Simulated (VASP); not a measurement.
Here is a VASP 6.6.1 calculation.

File INCAR:

```
PREC = Accurate ; ENCUT = 520
EDIFF = 1E-7 ; ISMEAR = 0
SIGMA = 0.05 ; LREAL = False
LASPH = True ; NELM = 60
ALGO = Normal ; ISIF = 2
LWAVE = False ; LCHARG = False
GGA = PE ; NBANDS = 11
```

KPOINTS

```
regular mesh
0
Gamma
  8 8 8
```

File POSCAR:

```
MgS
1.0
    0.0000000000      2.7057160000      2.4975840000
    2.7057160000      0.0000000000      2.4975840000
    2.7057160000      2.7057160000      0.0000000000
Mg S
1 1
Direct
    0.0000000000      0.0000000000      0.0000000000
    0.5000000000      0.5000000000      0.5000000000
```

Potentials or basis: VASP PAW PBE potentials, release 64 (Mg, S).

Command:

```console
$ cat potpaw_PBE.64/Mg/POTCAR potpaw_PBE.64/S/POTCAR > POTCAR
$ mpirun -np 1 vasp_std > vasp.out
```

Problem. What does it give for the band gap on the k mesh?

Solution. 2.41 eV, indirect (least direct gap 3.31 eV).

Problem. Estimate the pressure.

Solution. -0.9 GPa.

Stress tensor (GPa, compression positive):
```
-3.51  0.00  0.00
 0.00 -3.51  0.00
 0.00  0.00  4.36
```

Caveat: the cell differs from its parent crystal (strain +0.040 along x and y, -0.040 along z). A k mesh can miss the band edges.
